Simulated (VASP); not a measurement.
Wanted: the native input for a VASP 6.6.1 run.

- Task: single point
- Functional: PBE
- Potentials or basis: VASP PAW PBE potentials, release 64 (Zr_sv, Sb)
- Cutoff: 520 eV
- k mesh: 6 × 6 × 6
- Occupations: gaussian, width 0.1 eV
- Spin: no spin polarisation
- Dipole correction: no
- Further INCAR settings: ALGO = Fast; EDIFF = 1e-06; NBANDS = 64

The structure of Zr4Sb lies in POSCAR:

```
Zr4Sb
1.0
    6.5505851517      0.0000000000      0.0000000000
    0.0000000000      6.5505851517      0.0000000000
    0.0000000000      0.0000000000      5.6965999655
Zr Sb
8 2
Direct
    0.6522060705      0.8477939295      0.2698359493
    0.8477939295      0.3477939295      0.2698359493
    0.1522060705      0.3477939295      0.7301640507
    0.8477939295      0.6522060705      0.7301640507
    0.6522060705      0.1522060705      0.7301640507
    0.3477939295      0.8477939295      0.7301640507
    0.3477939295      0.1522060705      0.2698359493
    0.1522060705      0.6522060705      0.2698359493
    0.5000000000      0.5000000000      0.0000000000
    0.0000000000      0.0000000000      0.0000000000
```

The input as run:

INCAR

```
  PREC = Accurate
  ENCUT = 520
  EDIFF = 1E-6
  ISMEAR = 0
  SIGMA = 0.1
  LREAL = False
  LASPH = True
  NELM = 80
  ALGO = Fast
  ISIF = 2
  LWAVE = False
  LCHARG = False
  GGA = PE
  NBANDS = 64
```

KPOINTS

```
regular mesh
0
Gamma
  6 6 6
```

Potentials or basis: VASP PAW PBE potentials, release 64 (Zr_sv, Sb).

Launch:

```sh
$ cat potpaw_PBE.64/Zr_sv/POTCAR potpaw_PBE.64/Sb/POTCAR > POTCAR
$ mpirun -np 1 vasp_std > vasp.out
```

It gave:

The pressure is 0.0 GPa. The largest force is 0.005 eV/Å. The band gap on the k mesh is zero (bands 53 and 54 overlap by 0.95 eV).

Caveat: spin-orbit coupling is left out, which moves the levels of the heavy elements.

It took 44 min on 1 thread of Intel(R) Xeon(R) Platinum 8559C (Emerald Rapids) (shared host), peak memory 0.64 GiB.
